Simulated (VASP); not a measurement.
ZrRh3:

```
Zr Rh
1.0
     3.93000    0.00000    0.00000
     0.00000    3.93000    0.00000
     0.00000    0.00000    3.93000
Zr Rh
1 3
Direct
  0.00000 0.00000 0.00000
  0.00000 0.50000 0.50000
  0.50000 0.00000 0.50000
  0.50000 0.50000 0.00000
```

| Item | Value |
| --- | --- |
| Program | VASP 6.6.1 |
| Task | relaxation of cell and atoms |
| Functional | LDA |
| Potentials or basis | VASP PAW LDA potentials, release 64 (Zr_sv, Rh_pv) |
| Cutoff | 600 eV |
| k mesh | 5 × 5 × 5 |
| Occupations | fermi-dirac, width 0.05 eV |
| Spin | no spin polarisation |

At the start: pressure -9.0 GPa; volume 15.17 Å³/atom.

Problem. Where does the relaxation end?

Solution. Over 4 steps the energy falls by 16.6 meV/atom and the volume is 14.60 Å³/atom (-3.8 %); space group Pm-3m (No. 221, to 0.05 Å).

Step by step:
```tsv
step	energy change (eV)	largest force (eV/Å)	pressure (GPa)	volume (Å³)
1	0.0000	0.0000	-9.04	60.70
2	0.3275	0.0000	27.83	53.48
3	-0.0664	0.0000	-0.32	58.48
4	-0.0664	0.0000	-0.03	58.42
```

Final structure:
```
CELL_PARAMETERS angstrom
3.88017 0.00000 0.00000
0.00000 3.88017 0.00000
0.00000 0.00000 3.88017
ATOMIC_POSITIONS crystal
Zr 0.00000 0.00000 0.00000
Rh 0.00000 0.50000 0.50000
Rh 0.50000 0.00000 0.50000
Rh 0.50000 0.50000 0.00000
```
